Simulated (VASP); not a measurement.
# SiNi (Pmmn) in VASP: a series of runs, part 2 of 3

VASP 6.6.1. Earlier steps stand in the parts before.

## Step 3: Single point, BLYP, collinear spin, ferromagnetic start

Contents of INCAR:

```
AGGAC = 1.0 ; AGGAX = 1.0
ALDAC = 0.0 ; ALDAX = 1.0
ALGO = Normal ; EDIFF = 1E-6
ENCUT = 520 ; GGA = B5
ISIF = 2 ; ISMEAR = -1
ISPIN = 2 ; LASPH = T
LCHARG = T ; LELF = T
LMAXMIX = 4 ; LORBIT = 11
LREAL = F ; LVHAR = T
LWAVE = F ; MAGMOM = 1 1 0 0
NBANDS = 26 ; NELM = 150
PREC = Accurate ; SIGMA = 0.05
```

Contents of KPOINTS:

```
k-points
0
Gamma
  9 8 6
```

Contents of POSCAR:

```
SiNi
1.0
    2.9814957675      0.0000000000      0.0000000000
    0.0000000000      3.3234926684      0.0000000000
    0.0000000000      0.0000000000      4.7389991708
Ni Si
2 2
Direct
    0.5000000000      0.5000000000      0.3424955900
    0.0000000000      0.0000000000      0.6575044100
    0.5000000000      0.5000000000      0.8431431600
    0.0000000000      0.0000000000      0.1568568400
```

Potentials or basis: VASP PAW PBE potentials, release 64 (Ni, Si).

Launch:

```bash
> cat potpaw_PBE.64/Ni/POTCAR potpaw_PBE.64/Si/POTCAR > POTCAR
> mpirun -np 1 vasp_std > vasp.out
```

OUTCAR:

```text
EDIFF = 1E-6
   ENCUT = 520
   GGA = B5
   ISIF = 2
   ISMEAR = -1
   ISPIN = 2
   LASPH = T
   LORBIT = 11
   LREAL = F
   NELM = 150
   PREC = Accurate

 ion  position               nearest neighbor table
   1  0.500  0.500  0.342-   3 2.37   3 2.37   4 2.40   4 2.40   4 2.40   4 2.40   2 2.69   2 2.69
                             2 2.69   2 2.69
   2  0.000  0.000  0.658-   4 2.37   4 2.37   3 2.40   3 2.40   3 2.40   3 2.40   1 2.69   1 2.69
                             1 2.69   1 2.69
   3  0.500  0.500  0.843-   1 2.37   1 2.37   2 2.40   2 2.40   2 2.40   2 2.40   4 2.68   4 2.68
                             4 2.68   4 2.68
   4  0.000  0.000  0.157-   2 2.37   2 2.37   1 2.40   1 2.40   1 2.40   1 2.40   3 2.68   3 2.68
                             3 2.68   3 2.68

  LATTYP: Found a simple orthorhombic cell.
 ALAT       =     2.9814957675
 B/A-ratio  =     1.1147064855
 C/A-ratio  =     1.5894703667

  Lattice vectors:

 A1 = (   2.9814957675,   0.0000000000,   0.0000000000)
 A2 = (   0.0000000000,   3.3234926684,   0.0000000000)
 A3 = (   0.0000000000,   0.0000000000,   4.7389991708)

Analysis of symmetry for initial positions (statically):
=====================================================================
 Subroutine PRICEL returns:
 Original cell was already a primitive cell.

 Routine SETGRP: Setting up the symmetry group for a
 simple orthorhombic supercell.

 Subroutine GETGRP returns: Found  8 space group operations
 (whereof  4 operations were pure point group operations)
 out of a pool of  8 trial point group operations.

The static configuration has the point symmetry C_2v.
 The point group associated with its full space group is D_2h.

Analysis of symmetry for dynamics (positions and initial velocities):
=====================================================================
 Subroutine PRICEL returns:
 Original cell was already a primitive cell.

 Routine SETGRP: Setting up the symmetry group for a
 simple orthorhombic supercell.

 Subroutine GETGRP returns: Found  8 space group operations
 (whereof  4 operations were pure point group operations)
 out of a pool of  8 trial point group operations.

The dynamic configuration has the point symmetry C_2v.
 The point group associated with its full space group is D_2h.

Analysis of structural, dynamic, and magnetic symmetry:
=====================================================================
 Subroutine PRICEL returns:
 Original cell was already a primitive cell.

 Routine SETGRP: Setting up the symmetry group for a
 simple orthorhombic supercell.

 Subroutine GETGRP returns: Found  8 space group operations
 (whereof  4 operations were pure point group operations)
 out of a pool of  8 trial point group operations.

The overall configuration has the point symmetry C_2v.
 The point group associated with its full space group is D_2h.

 Subroutine INISYM returns: Found  8 space group operations
 (whereof  4 operations are pure point group operations),
 and found     1 'primitive' translations

----------------------------------------------------------------------------------------
[... 88 lines left out ...]
   PREC   = accura    normal or accurate (medium, high low for compatibility)
   ISTART =      0    job   : 0-new  1-cont  2-samecut
   ICHARG =      2    charge: 1-file 2-atom 10-const
   ISPIN  =      2    spin polarized calculation?
   LNONCOLLINEAR =      F non collinear calculations
   LSORBIT =      F    spin-orbit coupling
   LASPH  =      T    aspherical Exc in radial PAW
   ENCUT  =  520.0 eV  38.22 Ry    6.18 a.u.   5.54  6.18  8.81*2*pi/ulx,y,z
   NELM   =    150;   NELMIN=  2; NELMDL= -5     # of ELM steps
   EDIFF  = 0.1E-05   stopping-criterion for ELM
   LREAL  =      F    real-space projection
   EDIFFG = 0.1E-04   stopping-criterion for IOM
   NSW    =      0    number of steps for IOM
   IBRION =     -1    ionic relax: 0-MD 1-quasi-New 2-CG
   NFREE  =      0    steps in history (QN), initial steepest desc. (CG)
   ISIF   =      2    stress and relaxation
   ISYM   =      2    0-nonsym 1-usesym 2-fastsym
   POTIM  = 0.5000    time-step for ionic-motion
   TEBEG  =    0.0;   TEEND  =   0.0 temperature during run
   PSTRESS=    0.0 pullay stress
   NELECT =      28.0000    total number of electrons
   NUPDOWN=      -1.0000    fix difference up-down
   EMIN   =  10.00;   EMAX   =-10.00  energy-range for DOS
   EFERMI =   0.00;   METHOD = LEGACY
   ISMEAR =    -1;   SIGMA  =   0.05  broadening in eV -4-tet -1-fermi 0-gaus
   EFERMI_NEDOS =   21; number of points for ismear=-14 and -15
   IALGO  =     38    algorithm
   IMIX   =      4    mixing-type and parameters
     AMIX     =   0.40;   BMIX     =  1.00
     AMIX_MAG =   1.60;   BMIX_MAG =  1.00
  volume/ion in A,a.u.               =      11.74        79.22
  Fermi-wavevector in a.u.,A,eV,Ry     =   1.377915  2.603881 25.832686  1.898649
  Thomas-Fermi vector in A             =   2.503024
   LORBIT       =     11    0 simple, 1 ext, 2 COOP (PROOUT), +10 PAW based schemes
   GGA     = B5    functional components
   LHFCALC =     F    Hartree Fock is set to
   AEXX    =    0.0000 exact exchange contribution
   IVDW    =     0    specifies the selected vdW correction
   LEPSILON=     F    determine dielectric tensor
   LRPA    =     F    only Hartree local field effects (RPA)
 spin polarized calculation
  energy-cutoff  :      520.00
  volume of cell :       46.96
 maximum number of plane-waves:      1287
 NGX is ok and might be reduce to    24
   NGX = 11   NGY = 13   NGZ = 17

 number of electron      27.9999991 magnetization      -0.0003769

 number of electron      27.9999991 magnetization       0.0000625

 Free energy of the ion-electron system (eV)
  ---------------------------------------------------
  ext. energy  EPLUGINS =         0.00000000
  ---------------------------------------------------
  free energy    TOTEN  =       -19.41149601 eV

  energy without entropy =      -19.40272604  energy(sigma->0) =      -19.40711103

 E-fermi :  11.6488     XC(G=0): -11.7855

 val. band max:       11.6361737146   @ k =   0.3333   0.3750   0.0000
 cond. band min:      11.6688509951   @ k =   0.1111   0.0000   0.0000
 fundamental gap:      0.0326772806
 Fermi energy:        11.6488056709

 spin component 1

 k-point     1 :       0.0000    0.0000    0.0000
  band No.  band energies     occupation
      1      -2.0757      1.00000
      2       3.5208      1.00000
      3       5.3354      1.00000
      4       7.6210      1.00000
      5       7.9984      1.00000
      6       8.7621      1.00000
[... 685 lines left out ...]
     25      28.4477      0.00000
     26      28.4478      0.00000

 [... further k-points ...]

 spin component 2

 k-point     1 :       0.0000    0.0000    0.0000
  band No.  band energies     occupation
      1      -2.0756      1.00000
      2       3.5209      1.00000
      3       5.3354      1.00000
      4       7.6210      1.00000
      5       7.9985      1.00000
      6       8.7621      1.00000
[... 685 lines left out ...]
     25      28.4478      0.00000
     26      28.4478      0.00000

 [... further k-points ...]
[... 5 lines left out ...]
  --------------------------------------------------------------------------------------
  -------------------------------------------------------------------------------------
  Total        3.1944204      2.6749257      1.4091411      0.0000000      0.0000000      0.0000000
  in kB      108.9901122     91.2655239     48.0783441      0.0000000      0.0000000      0.0000000
  external PRESSURE =      82.7779934 kB  Pullay stress =       0.0000000 kB

 VOLUME and BASIS-vectors are now :
 -----------------------------------------------------------------------------
  energy-cutoff  :      520.00
  volume of cell :       46.96
      direct lattice vectors                 reciprocal lattice vectors
     2.981495767  0.000000000  0.000000000     0.335402120  0.000000000  0.000000000
     0.000000000  3.323492668  0.000000000     0.000000000  0.300888282  0.000000000
     0.000000000  0.000000000  4.738999171     0.000000000  0.000000000  0.211015019

 POSITION                                       TOTAL-FORCE (eV/Angst)
 -----------------------------------------------------------------------------------
      1.49075      1.66175      1.62309         0.000000      0.000000     -0.209911
      0.00000      0.00000      3.11591         0.000000      0.000000      0.209911
      1.49075      1.66175      3.99565         0.000000      0.000000     -0.218354
      0.00000      0.00000      0.74334         0.000000      0.000000      0.218354
 -----------------------------------------------------------------------------------
    total drift:                                0.000000      0.000000      0.000000

  FREE ENERGIE OF THE ION-ELECTRON SYSTEM (eV)
  ---------------------------------------------------
  free  energy   TOTEN  =       -19.4114960100 eV

  energy  without entropy=      -19.4027260408  energy(sigma->0) =      -19.40711103

 total charge

# of ion       s       p       d       tot
------------------------------------------
    1        0.470   0.576   8.503   9.549
    2        0.470   0.576   8.503   9.549
    3        0.762   0.855   0.000   1.617
    4        0.762   0.855   0.000   1.617
--------------------------------------------------
tot          2.464   2.862  17.007  22.333

 magnetization (x)

# of ion       s       p       d       tot
------------------------------------------
    1       -0.000  -0.000   0.000   0.000
    2       -0.000  -0.000   0.000   0.000
    3       -0.000   0.000   0.000   0.000
    4       -0.000   0.000   0.000   0.000
--------------------------------------------------
tot         -0.000  -0.000   0.000   0.000
```

OSZICAR:

```text
N       E                     dE             d eps       ncg     rms          rms(c)
DAV:   1     0.152666603527E+03    0.15267E+03   -0.11984E+04 10432   0.127E+03
DAV:   2    -0.119705667496E+02   -0.16464E+03   -0.15248E+03 10496   0.261E+02
DAV:   3    -0.217638340918E+02   -0.97933E+01   -0.94440E+01 12534   0.717E+01
DAV:   4    -0.219725098390E+02   -0.20868E+00   -0.20807E+00 12246   0.944E+00
DAV:   5    -0.219781192733E+02   -0.56094E-02   -0.56084E-02 13032   0.165E+00    0.189E+01
DAV:   6    -0.265912921805E+02   -0.46132E+01   -0.36751E+01 12554   0.111E+02    0.238E+01
DAV:   7    -0.194360842605E+02    0.71552E+01   -0.15607E+01 12538   0.718E+01    0.275E+00
DAV:   8    -0.194357315033E+02    0.35276E-03   -0.87744E-01 15224   0.940E+00    0.205E+00
DAV:   9    -0.194111515054E+02    0.24580E-01   -0.10862E-01 14444   0.437E+00    0.428E-01
DAV:  10    -0.194113560436E+02   -0.20454E-03   -0.36946E-03 13868   0.569E-01    0.241E-01
DAV:  11    -0.194114326008E+02   -0.76557E-04   -0.28865E-04 14820   0.140E-01    0.145E-01
DAV:  12    -0.194115037294E+02   -0.71129E-04   -0.16119E-04 15058   0.172E-01    0.420E-02
DAV:  13    -0.194114988347E+02    0.48946E-05   -0.19488E-05 15492   0.495E-02    0.176E-02
DAV:  14    -0.194114968196E+02    0.20151E-05   -0.13966E-06  7524   0.163E-02    0.704E-03
DAV:  15    -0.194114960100E+02    0.80957E-06   -0.12773E-06  6760   0.987E-03
   1 F= -.19411496E+02 E0= -.19407111E+02  d E =-.876997E-02  mag=     0.0000
```

Wall time 93 s (1 thread of Intel Xeon 6975P-C (Granite Rapids), shared host); peak memory 0.29 GiB.

What came out:

```yaml
Free_energy: -19.4115 eV
Pressure: 8.3 GPa
Largest_force: 0.218 eV/Å
Band_gap_on_the_k_mesh: zero (filled and empty bands overlap)
Net_moment: 0.00 μB per cell
Valence_electrons_inside_the_program's_atomic_spheres: Ni 9.55; Si 1.62
```

Forces in eV/Å, atoms in the order of the input:
```
Ni   0.000  0.000 -0.210
Ni   0.000  0.000  0.210
Si   0.000  0.000 -0.218
Si   0.000  0.000  0.218
```

Levels at points of the mesh, in eV from the Fermi level:
Spin up:
| k point | band 10 | band 11 | band 12 | band 13 | band 14 | band 15 | band 16 | band 17 | band 18 | band 19 |
| --- | --- | --- | --- | --- | --- | --- | --- | --- | --- | --- |
| (0.00, 0.00, 0.00) | -2.61 | -2.26 | -1.96 | -1.95 | -1.28 | 1.19 | 2.55 | 4.93 | 5.63 | 6.89 |
| (0.00, 0.50, 0.00) | -2.67 | -2.19 | -2.19 | -2.16 | -2.16 | 1.07 | 1.07 | 4.79 | 4.79 | 7.81 |
| (0.00, 0.00, 0.50) | -2.70 | -2.60 | -2.01 | 1.03 | 1.62 | 1.95 | 2.41 | 2.75 | 3.45 | 4.39 |
| (0.00, 0.50, 0.50) | -2.46 | -2.02 | -2.02 | -1.98 | -1.98 | 5.12 | 5.12 | 5.18 | 5.18 | 7.09 |
Spin down:
```tsv
k point	band 10	band 11	band 12	band 13	band 14	band 15	band 16	band 17	band 18	band 19
(0.00, 0.00, 0.00)	-2.61	-2.26	-1.96	-1.95	-1.28	1.19	2.55	4.93	5.63	6.89
(0.00, 0.50, 0.00)	-2.67	-2.19	-2.19	-2.16	-2.16	1.07	1.07	4.79	4.79	7.81
(0.00, 0.00, 0.50)	-2.70	-2.60	-2.01	1.03	1.62	1.95	2.41	2.75	3.45	4.39
(0.00, 0.50, 0.50)	-2.46	-2.02	-2.02	-1.98	-1.98	5.12	5.12	5.18	5.18	7.09
```

Caveat: the PAW data sets were made with another functional, which shifts forces and pressure a little.

(Continued in part 3 of 3.)
